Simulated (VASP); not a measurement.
## Al16N15F (a cell with a defect): single point with r2SCANh

System: Al16N15F (a cell with a defect).

```
CELL_PARAMETERS angstrom
6.25951 0.00000 0.00000
-3.12976 5.42090 0.00000
0.00000 0.00000 10.03481
ATOMIC_POSITIONS crystal
Al 0.33333 0.16667 0.24962
Al 0.16667 0.33333 0.49962
Al 0.33333 0.16667 0.74962
Al 0.16667 0.33333 0.99962
Al 0.33333 0.66667 0.24962
Al 0.16667 0.83333 0.49962
Al 0.33333 0.66667 0.74962
Al 0.16667 0.83333 0.99962
Al 0.83333 0.16667 0.24962
Al 0.66667 0.33333 0.49962
Al 0.83333 0.16667 0.74962
Al 0.66667 0.33333 0.99962
Al 0.83333 0.66667 0.24962
Al 0.66667 0.83333 0.49962
Al 0.83333 0.66667 0.74962
Al 0.66667 0.83333 0.99962
N 0.33333 0.16667 0.44038
N 0.16667 0.33333 0.19038
N 0.33333 0.16667 0.94038
N 0.16667 0.33333 0.69038
N 0.33333 0.66667 0.44038
N 0.16667 0.83333 0.19038
N 0.33333 0.66667 0.94038
N 0.16667 0.83333 0.69038
N 0.83333 0.16667 0.44038
N 0.66667 0.33333 0.19038
N 0.83333 0.16667 0.94038
N 0.66667 0.33333 0.69038
N 0.66667 0.83333 0.19038
N 0.83333 0.66667 0.94038
N 0.66667 0.83333 0.69038
F 0.83333 0.66667 0.44038
```

```yaml
Program: VASP 6.6.1
Task: single point
Functional: r2SCANh
Potentials_or_basis: VASP PAW PBE potentials, release 64 (Al, N, F)
Cutoff: 580 eV
k_mesh: 1 × 1 × 1, shifted
Occupations: fermi-dirac, width 0.01 eV
Spin: no spin polarisation
Dipole_correction: no
Grid_for_exact_exchange_PRECFOCK: Fast
Further_INCAR_settings: LREAL = Auto; ALGO = Normal; EDIFF = 1e-06; NBANDS = 87; ISYM = -1
Share_of_exact_exchange: 0.1
```

```json
{
 "Pressure": "-1.5 GPa",
 "Largest force": "2.700 eV/Å",
 "Band gap on the k mesh": "1.98 eV"
}
```

Forces in eV/Å, atoms in the order of the input:
```
Al  -0.227  0.097  0.096
Al  -0.027  0.057  0.292
Al  -0.118  0.070  0.153
Al   0.101 -0.081  0.077
Al  -0.136 -0.056  0.196
Al   2.148  1.056  1.101
Al  -0.087  0.100  0.143
Al   0.145 -0.060 -0.035
Al   0.003  0.107  0.177
Al   0.110 -2.373  1.141
Al  -0.124  0.027  0.152
Al   0.136 -0.112 -0.040
Al  -0.080  0.097 -2.698
Al  -2.112  1.174  1.166
Al  -0.145  0.057 -0.117
Al   0.069 -0.031 -0.011
N    0.393 -0.224 -0.061
N    0.186 -0.092 -0.097
N   -0.187  0.116 -0.071
N    0.184 -0.112 -0.100
N   -0.232  0.107 -0.245
N    0.175 -0.014 -0.160
N   -0.200  0.032 -0.072
N    0.333  0.104  0.040
N   -0.207  0.137 -0.251
N    0.078 -0.219 -0.177
N   -0.125  0.176 -0.042
N    0.099 -0.264  0.063
N    0.062  0.021 -0.320
N   -0.181  0.100 -0.068
N   -0.085  0.021  0.187
F    0.051 -0.019 -0.420
```

Stress tensor (GPa, compression positive):
```
-0.98 -3.07 -0.01
-3.07 -4.50  0.08
-0.01  0.08  0.86
```

Levels at points of the mesh, in eV from the valence-band top:
| k point | band 62 | band 63 | band 64 | band 65 | band 66 | band 67 | band 68 | band 69 |
| --- | --- | --- | --- | --- | --- | --- | --- | --- |
| (0.25, 0.25, 0.25) | -5.36 | -5.32 | -5.04 | 0.00 | 1.98 | 2.10 | 2.39 | 2.62 |

Run time: 16 min on 1 thread of AMD EPYC 7R43 64-Core Processor (Zen 3) (shared host), peak memory 0.49 GiB.

Caveat: the PAW data sets were made with another functional, which shifts forces and pressure a little.
